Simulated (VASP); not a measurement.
# Sr: single point with revPBE

Crystal: Sr.

```
Sr
1.0
     0.00000    2.93813    2.93813
     2.93813    0.00000    2.93813
     2.93813    2.93813    0.00000
Sr
1
Cartesian
  0.0000 0.0000 0.0000
```

```json
{
 "Program": "VASP 6.6.1",
 "Task": "single point",
 "Functional": "revPBE",
 "Potentials or basis": "VASP PAW PBE potentials, release 64 (Sr_sv)",
 "Cutoff": "520 eV",
 "k mesh": "15 × 15 × 15",
 "Occupations": "fermi-dirac, width 0.1 eV",
 "Spin": "no spin polarisation",
 "Dipole correction": "no",
 "Further INCAR settings": "ALGO = Normal; EDIFF = 1e-06; NBANDS = 11"
}
```

```yaml
Pressure: 1.7 GPa
```

Levels at points of the mesh, in eV from the Fermi level:
| k point | band 1 | band 2 | band 3 | band 4 | band 5 | band 6 | band 7 | band 8 | band 9 | band 10 |
| --- | --- | --- | --- | --- | --- | --- | --- | --- | --- | --- |
| (0.00, 0.00, 0.00) | -36.49 | -18.36 | -18.36 | -18.36 | -3.74 | 2.48 | 2.48 | 2.48 | 4.07 | 4.07 |

It took 23 s on 1 thread of Intel(R) Xeon(R) 6975P-C (Granite Rapids), on a shared host, peak memory 0.21 GiB.

Caveat: the PAW data sets were made with another functional, which shifts forces and pressure a little.
